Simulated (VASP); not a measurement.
# NaI (P6_3/mmc) in VASP: a series of runs

NaI is run at these levels: PBE, r2SCAN, HSE06; tasks: single point.

Everything below comes from runs of VASP 6.6.1. Logs are shortened: lines on timing, memory, paths and dates and some standing lists are left out, and cuts for length are marked.

## 1. The cell of the first run

Symmetry: P6_3/mmc, No. 194, hexagonal system. Conventional cell: a = 4.505 Å, b = 4.505 Å, c = 7.676 Å, α = 90.00°, β = 90.00°, γ = 120.00°. Na (site symmetry -3m) has 6 I at 3.23 Å and 2 Na at 3.84 Å within 4.3 Å. I (site symmetry -6m2) has 6 Na at 3.23 Å within 4.3 Å.

## 2. Single point, PBE

INCAR

```
SYSTEM = NaI
ALGO = Normal
EDIFF = 1E-7
ENCUT = 520
GGA = PE
ISIF = 2
ISMEAR = 0
LASPH = .TRUE.
LCHARG = .TRUE.
LELF = .TRUE.
LREAL = .FALSE.
LVHAR = .TRUE.
LWAVE = .FALSE.
NBANDS = 22
NELM = 60
PREC = Accurate
SIGMA = 0.01
```

KPOINTS

```
k-points
0
G
  6 6 4
  0 0 0
```

POSCAR

```
NaI
1.0
    4.5046454743      0.0000000000      0.0000000000
   -2.2523227371      3.9011374158      0.0000000000
    0.0000000000      0.0000000000      7.6757023169
Na I
2 2
Direct
    0.0000000000      0.0000000000      0.0000000000
    0.0000000000      0.0000000000      0.5000000000
    0.3333333333      0.6666666667      0.2500000000
    0.6666666667      0.3333333333      0.7500000000
```

Potentials or basis: VASP PAW PBE potentials, release 64 (Na_pv, I).

Run with:

```
$ cat potpaw_PBE.64/Na_pv/POTCAR potpaw_PBE.64/I/POTCAR > POTCAR
$ mpirun -np 1 vasp_std > vasp.out
```

OUTCAR:

```text
SYSTEM = NaI
   EDIFF = 1E-7
   ENCUT = 520
   GGA = PE
   ISIF = 2
   ISMEAR = 0
   LASPH = .TRUE.
   LREAL = .FALSE.
   NELM = 60
   PREC = Accurate

 ion  position               nearest neighbor table
   1  0.000  0.000  0.000-
   2  0.000  0.000  0.500-
   3  0.333  0.667  0.250-
   4  0.667  0.333  0.750-

  LATTYP: Found a hexagonal cell.
 ALAT       =     4.5046454743
 C/A-ratio  =     1.7039525887

  Lattice vectors:

 A1 = (   4.5046454743,   0.0000000000,   0.0000000000)
 A2 = (  -2.2523227371,   3.9011374158,   0.0000000000)
 A3 = (   0.0000000000,   0.0000000000,   7.6757023169)

Analysis of symmetry for initial positions (statically):
=====================================================================
 Subroutine PRICEL returns:
 Original cell was already a primitive cell.

 Routine SETGRP: Setting up the symmetry group for a
 hexagonal supercell.

 Subroutine GETGRP returns: Found 24 space group operations
 (whereof 12 operations were pure point group operations)
 out of a pool of 24 trial point group operations.

The static configuration has the point symmetry D_3d.
 The point group associated with its full space group is D_6h.

Analysis of symmetry for dynamics (positions and initial velocities):
=====================================================================
 Subroutine PRICEL returns:
 Original cell was already a primitive cell.

 Routine SETGRP: Setting up the symmetry group for a
 hexagonal supercell.

 Subroutine GETGRP returns: Found 24 space group operations
 (whereof 12 operations were pure point group operations)
 out of a pool of 24 trial point group operations.

The dynamic configuration has the point symmetry D_3d.
 The point group associated with its full space group is D_6h.

 Subroutine INISYM returns: Found 24 space group operations
 (whereof 12 operations are pure point group operations),
 and found     1 'primitive' translations

----------------------------------------------------------------------------------------

                                     Primitive cell

  volume of cell :     134.8870

  direct lattice vectors                    reciprocal lattice vectors
     4.504645474  0.000000000  0.000000000     0.221993053  0.128167749  0.000000000
    -2.252322737  3.901137416  0.000000000     0.000000000  0.256335497  0.000000000
     0.000000000  0.000000000  7.675702317     0.000000000  0.000000000  0.130281238

  length of vectors
     4.504645474  4.504645474  7.675702317     0.256335497  0.256335497  0.130281238

  position of ions in fractional coordinates (direct lattice)
     0.000000000  0.000000000  0.000000000
     0.000000000  0.000000000  0.500000000
     0.333333333  0.666666667  0.250000000
     0.666666667  0.333333333  0.750000000

  ion indices of the primitive-cell ions
   primitive index   ion index
                 1           1
                 2           2
                 3           3
                 4           4

----------------------------------------------------------------------------------------

 KPOINTS: k-points

Automatic generation of k-mesh.
 Grid dimensions read from file:
 generate k-points for:    6    6    4

 Generating k-lattice:

  Cartesian coordinates                     Fractional coordinates (reciprocal lattice)
     0.036998842  0.021361291  0.000000000     0.166666667 -0.000000000  0.000000000
     0.000000000  0.042722583  0.000000000     0.000000000  0.166666667  0.000000000
     0.000000000  0.000000000  0.032570309     0.000000000  0.000000000  0.250000000

  Length of vectors
     0.042722583  0.042722583  0.032570309

  Shift w.r.t. Gamma in fractional coordinates (k-lattice)
     0.000000000  0.000000000  0.000000000

 Subroutine IBZKPT returns following result:
 ===========================================

 Found     21 irreducible k-points:

 Following reciprocal coordinates:
            Coordinates               Weight
  0.000000  0.000000  0.000000      1.000000
  0.166667  0.000000  0.000000      6.000000
  0.333333  0.000000  0.000000      6.000000
  0.500000  0.000000  0.000000      3.000000
  0.166667  0.166667  0.000000      6.000000
  0.333333  0.166667  0.000000     12.000000
[... 13 lines left out ...]
  0.333333  0.166667  0.500000     12.000000
  0.333333  0.333333  0.500000      2.000000
   k-points           NKPTS =     21   k-points in BZ     NKDIM =     21   number of bands    NBANDS=     22
   number of dos      NEDOS =    301   number of ions     NIONS =      4
   total plane-waves  NPLWV =  77760
   dimension x,y,z NGX =    36 NGY =   36 NGZ =   60
   dimension x,y,z NGXF=    72 NGYF=   72 NGZF=  120
   ions per type =               2   2
   NGX,Y,Z   is equivalent  to a cutoff of  13.29, 13.29, 13.00 a.u.
   NGXF,Y,Z  is equivalent  to a cutoff of  26.57, 26.57, 25.99 a.u.
 SYSTEM =  NaI
   PREC   = accura    normal or accurate (medium, high low for compatibility)
   ISTART =      0    job   : 0-new  1-cont  2-samecut
[... 39 lines left out ...]
 Gauss-broadening in eV      SIGMA  =   0.01
  energy-cutoff  :      520.00
  volume of cell :      134.89
 maximum number of plane-waves:      3671
 NGX is ok and might be reduce to    36
   NGX = 17   NGY = 17   NGZ = 29

 number of electron      28.0000016 magnetization

 Free energy of the ion-electron system (eV)
  ---------------------------------------------------
  ext. energy  EPLUGINS =         0.00000000
  ---------------------------------------------------
  free energy    TOTEN  =       -10.72296077 eV

  energy without entropy =      -10.72296077  energy(sigma->0) =      -10.72296077

 E-fermi :   1.0206     XC(G=0):  -7.7209

 val. band max:        0.8998195034   @ k =   0.0000   0.0000   0.0000
 cond. band min:       4.4641351661   @ k =   0.0000   0.0000   0.0000
 fundamental gap:      3.5643156626
 Fermi energy:         1.0205869252

 k-point     1 :       0.0000    0.0000    0.0000
  band No.  band energies     occupation
      1     -21.6230      2.00000
      2     -21.6104      2.00000
      3     -21.6104      2.00000
      4     -21.6088      2.00000
      5     -21.6088      2.00000
      6     -21.6068      2.00000
[... 14 lines left out ...]
     21       9.2602      0.00000
     22       9.5700      0.00000

 k-point     2 :       0.1667    0.0000    0.0000
  band No.  band energies     occupation
      1     -21.6225      2.00000
      2     -21.6117      2.00000
      3     -21.6107      2.00000
      4     -21.6098      2.00000
      5     -21.6090      2.00000
      6     -21.6066      2.00000
[... 14 lines left out ...]
     21       9.2457      0.00000
     22       9.2682      0.00000

 k-point     3 :       0.3333    0.0000    0.0000
  band No.  band energies     occupation
      1     -21.6217      2.00000
      2     -21.6141      2.00000
      3     -21.6117      2.00000
      4     -21.6112      2.00000
      5     -21.6095      2.00000
      6     -21.6063      2.00000
[... 14 lines left out ...]
     21       8.9631      0.00000
     22      10.8181      0.00000

 k-point     4 :       0.5000    0.0000    0.0000
  band No.  band energies     occupation
      1     -21.6213      2.00000
      2     -21.6154      2.00000
      3     -21.6127      2.00000
      4     -21.6115      2.00000
      5     -21.6097      2.00000
      6     -21.6062      2.00000
[... 14 lines left out ...]
     21       9.1903      0.00000
     22      11.1186      0.00000

 k-point     5 :       0.1667    0.1667    0.0000
  band No.  band energies     occupation
      1     -21.6219      2.00000
      2     -21.6133      2.00000
      3     -21.6113      2.00000
      4     -21.6110      2.00000
      5     -21.6095      2.00000
      6     -21.6064      2.00000
[... 342 lines left out ...]
 k-point    19 :       0.1667    0.1667    0.5000
  band No.  band energies     occupation
      1     -21.6142      2.00000
      2     -21.6142      2.00000
      3     -21.6121      2.00000
      4     -21.6121      2.00000
      5     -21.6104      2.00000
      6     -21.6104      2.00000
[... 14 lines left out ...]
     21       9.2452      0.00000
     22       9.2452      0.00000

 k-point    20 :       0.3333    0.1667    0.5000
  band No.  band energies     occupation
      1     -21.6139      2.00000
      2     -21.6139      2.00000
      3     -21.6133      2.00000
      4     -21.6133      2.00000
      5     -21.6112      2.00000
      6     -21.6112      2.00000
[... 14 lines left out ...]
     21       9.6690      0.00000
     22       9.6690      0.00000

 k-point    21 :       0.3333    0.3333    0.5000
  band No.  band energies     occupation
      1     -21.6136      2.00000
      2     -21.6136      2.00000
      3     -21.6128      2.00000
      4     -21.6128      2.00000
      5     -21.6125      2.00000
      6     -21.6125      2.00000
[... 14 lines left out ...]
     21       9.2206      0.00000
     22       9.2206      0.00000

------------------------ aborting loop because EDIFF is reached ----------------------------------------

  FORCE on cell =-STRESS in cart. coord.  units (eV):
  Direction    XX          YY          ZZ          XY          YZ          ZX
  --------------------------------------------------------------------------------------
  -------------------------------------------------------------------------------------
  Total        0.4602425      0.4602425      0.4405997      0.0000000      0.0000000      0.0000000
  in kB        5.4667258      5.4667258      5.2334108      0.0000000      0.0000000      0.0000000
  external PRESSURE =       5.3889542 kB  Pullay stress =       0.0000000 kB

 VOLUME and BASIS-vectors are now :
 -----------------------------------------------------------------------------
  energy-cutoff  :      520.00
  volume of cell :      134.89
      direct lattice vectors                 reciprocal lattice vectors
     4.504645474  0.000000000  0.000000000     0.221993053  0.128167749  0.000000000
    -2.252322737  3.901137416  0.000000000     0.000000000  0.256335497  0.000000000
     0.000000000  0.000000000  7.675702317     0.000000000  0.000000000  0.130281238

 POSITION                                       TOTAL-FORCE (eV/Angst)
 -----------------------------------------------------------------------------------
      0.00000      0.00000      0.00000         0.000000      0.000000      0.000000
      0.00000      0.00000      3.83785         0.000000      0.000000      0.000000
     -0.00000      2.60076      1.91893        -0.000000      0.000000      0.000000
      2.25232      1.30038      5.75678         0.000000     -0.000000     -0.000000
 -----------------------------------------------------------------------------------
    total drift:                               -0.000000      0.000000      0.000000

  FREE ENERGIE OF THE ION-ELECTRON SYSTEM (eV)
  ---------------------------------------------------
  free  energy   TOTEN  =       -10.7229607666 eV

  energy  without entropy=      -10.7229607666  energy(sigma->0) =      -10.72296077
```

It took 44 s on 1 thread of Intel Xeon Platinum 8488C (Sapphire Rapids), shared host; peak memory 0.27 GiB.

Results:

- Free energy: -10.7230 eV
- Pressure: 0.5 GPa
- Band gap on the k mesh: 3.56 eV, direct

Caveat: spin-orbit coupling is left out, which moves the levels of the heavy elements.

## 3. Single point, PBE

INCAR

```
PREC     = Accurate       # precision mode
ENCUT    = 520            # plane-wave cutoff, eV
EDIFF    = 1E-6           # SCF threshold, eV
ISMEAR   = 0              # smearing method
SIGMA    = 0.01           # smearing width, eV
LREAL    = False          # projectors in reciprocal space
LASPH    = True           # aspherical terms in the spheres
NELM     = 100            # most SCF steps
ALGO     = Normal         # electronic algorithm
ISIF     = 2              # what is computed and relaxed
LWAVE    = False          # write WAVECAR
LCHARG   = False          # write CHGCAR
GGA      = PE             # functional
NBANDS   = 22             # bands
```

KPOINTS

```
Automatic mesh
0
Gamma
  6 6 4
```

POSCAR is that of step 2.

Potentials or basis: VASP PAW PBE potentials, release 64 (Na_pv, I).

Run with:

```
$ cat potpaw_PBE.64/Na_pv/POTCAR potpaw_PBE.64/I/POTCAR > POTCAR
$ mpirun -np 1 vasp_std > vasp.out
```

It took 43 s on 1 thread of Intel Xeon Platinum 8488C (Sapphire Rapids), shared host; peak memory 0.27 GiB.

The run converged. Its results:

| Quantity | Value |
| --- | --- |
| Free energy | -10.7230 eV |
| Pressure | 0.5 GPa |
| Band gap on the k mesh | 3.56 eV, direct |

Levels at points of the mesh, in eV from the valence-band top:
```csv
k point,band 11,band 12,band 13,band 14,band 15,band 16,band 17,band 18
"(0.00, 0.00, 0.00)",-0.24,-0.19,0.00,0.00,3.56,5.13,7.23,7.88
"(0.50, 0.00, 0.00)",-1.28,-0.72,-0.71,-0.33,5.22,5.33,5.42,7.48
"(0.00, 0.00, 0.50)",-0.12,-0.12,-0.12,-0.12,4.85,4.85,7.34,7.34
"(0.50, 0.00, 0.50)",-0.72,-0.72,-0.53,-0.53,4.92,4.92,6.15,6.15
```

Caveat: spin-orbit coupling is left out, which moves the levels of the heavy elements. PBE gaps usually lie below the measured ones, often by a third to a half.

## 4. Single point, r2SCAN

POSCAR is that of step 3.

INCAR.step1

```
SYSTEM = NaI
PREC     = Accurate       ! precision mode
ENCUT    = 520            ! plane-wave cutoff, eV
ISMEAR   = 0              ! smearing method
SIGMA    = 0.01           ! smearing width, eV
LREAL    = .FALSE.        ! projectors in reciprocal space
LASPH    = .TRUE.         ! aspherical terms in the spheres
NELM     = 100            ! most SCF steps
NBANDS   = 22             ! bands
GGA      = PE             ! functional
ALGO     = Normal         ! electronic algorithm
EDIFF    = 1E-4           ! SCF threshold, eV
LWAVE    = .TRUE.         ! write WAVECAR
LCHARG   = .FALSE.        ! write CHGCAR
```

INCAR.step2

```
SYSTEM = NaI
PREC     = Accurate       ! precision mode
ENCUT    = 520            ! plane-wave cutoff, eV
EDIFF    = 1E-6           ! SCF threshold, eV
ISMEAR   = 0              ! smearing method
SIGMA    = 0.01           ! smearing width, eV
LREAL    = .FALSE.        ! projectors in reciprocal space
LASPH    = .TRUE.         ! aspherical terms in the spheres
NELM     = 100            ! most SCF steps
ALGO     = Normal         ! electronic algorithm
ISIF     = 2              ! what is computed and relaxed
LWAVE    = .FALSE.        ! write WAVECAR
LCHARG   = .FALSE.        ! write CHGCAR
METAGGA  = R2SCAN         ! meta-GGA
LMIXTAU  = .TRUE.       
NBANDS   = 22             ! bands
ISTART   = 1
```

KPOINTS

```
Automatic mesh
0
G
  6 6 4
  0 0 0
```

Run with:

```
$ cat potpaw_PBE.64/Na_pv/POTCAR potpaw_PBE.64/I/POTCAR > POTCAR
$ cp INCAR.step1 INCAR
$ mpirun -np 1 vasp_std > vasp.out
$ cp INCAR.step2 INCAR
$ mpirun -np 1 vasp_std > vasp.out
```

Wall time 2.4 min (1 thread of Intel Xeon Platinum 8488C (Sapphire Rapids), shared host); peak memory 0.31 GiB.

It converged, with:

* Free energy: -62.1213 eV
* Pressure: -0.1 GPa
* Band gap on the k mesh: 4.36 eV, direct

Levels at points of the mesh, in eV from the valence-band top:
```csv
k point,band 12,band 13,band 14,band 15,band 16,band 17
"(0.00, 0.00, 0.00)",-0.19,0.00,0.00,4.36,5.76,7.77
"(0.50, 0.00, 0.00)",-0.74,-0.72,-0.34,5.80,6.01,6.04
"(0.00, 0.00, 0.50)",-0.13,-0.13,-0.13,5.60,5.60,7.98
"(0.50, 0.00, 0.50)",-0.74,-0.55,-0.55,5.59,5.59,6.67
```

Caveat: the PAW data sets were made with another functional, which shifts forces and pressure a little; spin-orbit coupling is left out, which moves the levels of the heavy elements.

## 5. Single point, r2SCAN

POSCAR is that of step 4.

INCAR.step1

```
  ALGO = Normal
  EDIFF = 1E-4
  ENCUT = 520
  GGA = PE
  ISMEAR = 0
  LASPH = True
  LCHARG = False
  LREAL = False
  LWAVE = True
  NBANDS = 22
  NELM = 60
  PREC = Accurate
  SIGMA = 0.01
```

INCAR.step2

```
  ALGO = Normal
  EDIFF = 1E-6
  ENCUT = 520
  ISIF = 2
  ISMEAR = 0
  ISTART = 1
  LASPH = True
  LCHARG = True
  LELF = True
  LMIXTAU = True
  LREAL = False
  LVHAR = True
  LWAVE = False
  METAGGA = R2SCAN
  NBANDS = 22
  NELM = 60
  PREC = Accurate
  SIGMA = 0.01
```

KPOINTS

```
k-points
0
Gamma
  6 6 4
```

Run with:

```
$ cat potpaw_PBE.64/Na_pv/POTCAR potpaw_PBE.64/I/POTCAR > POTCAR
$ cp INCAR.step1 INCAR
$ mpirun -np 1 vasp_std > vasp.out
$ cp INCAR.step2 INCAR
$ mpirun -np 1 vasp_std > vasp.out
```

It took 2.5 min on 1 thread of Intel Xeon Platinum 8488C (Sapphire Rapids), shared host; peak memory 0.31 GiB.

Results (log left out):

```
Free energy            : -62.1213 eV
Pressure               : -0.1 GPa
Band gap on the k mesh : 4.36 eV, direct
```

Levels at points of the mesh, in eV from the valence-band top:
| k point | band 12 | band 13 | band 14 | band 15 | band 16 | band 17 |
| --- | --- | --- | --- | --- | --- | --- |
| (0.00, 0.00, 0.00) | -0.19 | 0.00 | 0.00 | 4.36 | 5.76 | 7.77 |
| (0.50, 0.00, 0.00) | -0.74 | -0.72 | -0.34 | 5.80 | 6.01 | 6.04 |
| (0.00, 0.00, 0.50) | -0.13 | -0.13 | -0.13 | 5.60 | 5.60 | 7.98 |
| (0.50, 0.00, 0.50) | -0.74 | -0.55 | -0.55 | 5.59 | 5.59 | 6.67 |

Caveat: the PAW data sets were made with another functional, which shifts forces and pressure a little; spin-orbit coupling is left out, which moves the levels of the heavy elements.

## 6. Single point, HSE06

POSCAR is that of step 5.

INCAR.step1

```
SYSTEM = NaI
PREC = Accurate
ENCUT = 520
EDIFF = 1E-5
ISMEAR = 0
SIGMA = 0.01
LREAL = .False.
LASPH = .True.
NELM = 60
ALGO = Normal
ISIF = 2
LWAVE = .True.
GGA = PE
NBANDS = 22
LUSENCCL = .False.
```

INCAR.step2

```
SYSTEM = NaI
PREC = Accurate
ENCUT = 520
EDIFF = 1E-6
ISMEAR = 0
SIGMA = 0.01
LREAL = .False.
LASPH = .True.
NELM = 60
ALGO = Normal
ISIF = 2
LWAVE = .False.
LCHARG = .True.
GGA = PE
LHFCALC = .True.
HFSCREEN = 0.2079
PRECFOCK = Normal
LELF = .True.
LVHAR = .True.
ISTART = 1
NBANDS = 22
LUSENCCL = .False.
```

KPOINTS

```
regular mesh
0
Gamma
  6 6 2
  0 0 0
```

Potentials or basis: VASP PAW PBE potentials, release 64 (Na_pv, I).

Run with:

```
$ cat potpaw_PBE.64/Na_pv/POTCAR potpaw_PBE.64/I/POTCAR > POTCAR
$ cp INCAR.step1 INCAR
$ mpirun -np 1 vasp_std > vasp.out
$ cp INCAR.step2 INCAR
$ mpirun -np 1 vasp_std > vasp.out
```

Wall time 13 min (1 × NVIDIA H100 80GB with 1 thread of Intel Xeon Platinum 8481C at 2.70GHz (Sapphire Rapids), shared host); peak memory 1.2 GiB.

Results (log left out):

```
Free energy            : -12.4720 eV
Pressure               : 0.2 GPa
Band gap on the k mesh : 4.57 eV, direct
```

Levels at points of the mesh, in eV from the valence-band top:
```
           k point  band 12  band 13  band 14  band 15  band 16  band 17
(0.00, 0.00, 0.00)    -0.20     0.00     0.00     4.57     6.11     8.29
(0.50, 0.00, 0.00)    -0.78    -0.74    -0.35     6.21     6.38     6.42
(0.00, 0.00, 0.50)    -0.13    -0.13    -0.13     5.87     5.87     8.42
(0.50, 0.00, 0.50)    -0.77    -0.58    -0.58     5.93     5.93     7.15
```

Caveat: the PAW data sets were made with another functional, which shifts forces and pressure a little; spin-orbit coupling is left out, which moves the levels of the heavy elements.

## 7. Overview

| level | k mesh | grid for exact exchange (PRECFOCK) | screening parameter | gap on the mesh (eV) | pressure (GPa) |
| --- | --- | --- | --- | --- | --- |
| PBE | 6 × 6 × 4 | - | - | 3.56 | 0.5 |
| r2SCAN | 6 × 6 × 4 | - | - | 4.36 | -0.1 |
| HSE06 | 6 × 6 × 2 | Normal | 0.2079 1/Å | 4.57 | 0.2 |

Alike in all rows: task single point; potentials or basis VASP PAW PBE potentials, release 64 (Na_pv, I); no spin polarisation; cell as given; cutoff (eV) 520; smearing gaussian 0.01 eV.

On the cell as given the gap runs from 3.56 eV (PBE) to 4.57 eV (HSE06); the meshes differ, which moves gaps too. The pressure there spans -0.1 GPa (r2SCAN) to 0.5 GPa (PBE); a positive pressure means that this level wants a larger cell, a negative one a smaller.

Caveats: spin-orbit coupling is left out, which moves the levels of the heavy elements; the PAW data sets were made with another functional, which shifts forces and pressure a little (some runs).

Total energies depend on the potentials used, so only differences within one code and one set of settings carry meaning.
